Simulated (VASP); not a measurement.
A run of VASP 6.6.1:

File INCAR:

```
SYSTEM = La
PREC     = Accurate       ! precision mode
ENCUT    = 500            ! plane-wave cutoff, eV
EDIFF    = 1E-6           ! SCF threshold, eV
ISMEAR   = -1             ! smearing method
SIGMA    = 0.05           ! smearing width, eV
LREAL    = .FALSE.        ! projectors in reciprocal space
LASPH    = .TRUE.         ! aspherical terms in the spheres
NELM     = 200            ! most SCF steps
ALGO     = Normal         ! electronic algorithm
ISIF     = 2              ! what is computed and relaxed
LWAVE    = .FALSE.        ! write WAVECAR
LCHARG   = .FALSE.        ! write CHGCAR
ISPIN    = 2              ! spin polarisation
MAGMOM   = 1 1            ! initial moments
LORBIT   = 11             ! projections on sites
LMAXMIX  = 6              ! l up to which the mixer works
GGA      = PE             ! functional
NBANDS   = 22             ! bands
GGA_COMPAT= .FALSE.
```

Contents of KPOINTS:

```
regular mesh
0
G
  11 11 6
  0 0 0
```

File POSCAR:

```
La
1.0
    3.7790162670      0.0000000000      0.0000000000
   -1.8895081335      3.2727240886      0.0000000000
    0.0000000000      0.0000000000      6.0962715858
La
2
Direct
    0.3333333333      0.6666666667      0.2500000000
    0.6666666667      0.3333333333      0.7500000000
```

Potentials or basis: VASP PAW PBE potentials, release 64 (La).

Run with:

```console
$ cat potpaw_PBE.64/La/POTCAR > POTCAR
$ mpirun -np 1 vasp_std > vasp.out
```

Hardware: 1 thread of Intel(R) Xeon(R) Platinum 8259CL CPU @ 2.50GHz (Skylake/Cascade Lake), on a shared host.

Q: How long does it take, and how much memory?

A: It took 6.6 min on 1 thread of Intel(R) Xeon(R) Platinum 8259CL CPU @ 2.50GHz (Skylake/Cascade Lake) (shared host), peak memory 0.32 GiB. Counts: scf iterations 19, k points 64.
